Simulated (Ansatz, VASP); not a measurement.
**One calculation of Sb, two programs**

```xyz
2
Lattice="2.1542 1.2437 3.7580 -2.1542 1.2437 3.7580 0.0000 -2.4875 3.7580" Properties=species:S:1:pos:R:3 pbc="T T T"
Sb    0.0000    0.0000    8.6416
Sb    0.0000    0.0000    2.6324
```

Alike in both runs: task single point; functional LDA; k mesh 8 × 8 × 8; occupations fermi-dirac, width 0.05 eV; no spin polarisation.

```csv
,VASP,Ansatz
version,VASP 6.6.1,Ansatz 0.2.0
potentials or method,"VASP PAW LDA potentials, release 64 (Sb_d_GW)",Ansatz PAW
plane-wave cutoff (eV),500,420
valence electrons in the cell,30,30
```

|  | VASP | Ansatz | Ansatz less VASP |
| --- | --- | --- | --- |
| gap on the k mesh at the Fermi level (eV) | none | none | - |
| pressure (GPa) | -1.2 | -1.2 | +0.04 |
| traceless stress, the component that is largest in VASP (GPa) | -0.31 | -0.29 | +0.020 |
| rms of the force components (eV/Å) | 0.012 | 0.006 | -0.0062 |

LDA's correlation is that of Perdew and Zunger in VASP and of Perdew and Wang (1992) in Ansatz. Atom by atom the forces differ by 0.006 eV/Å (rms over components). A gap of «none» marks a metal or a gap that the smearing closes.

Spin-orbit coupling is off throughout.
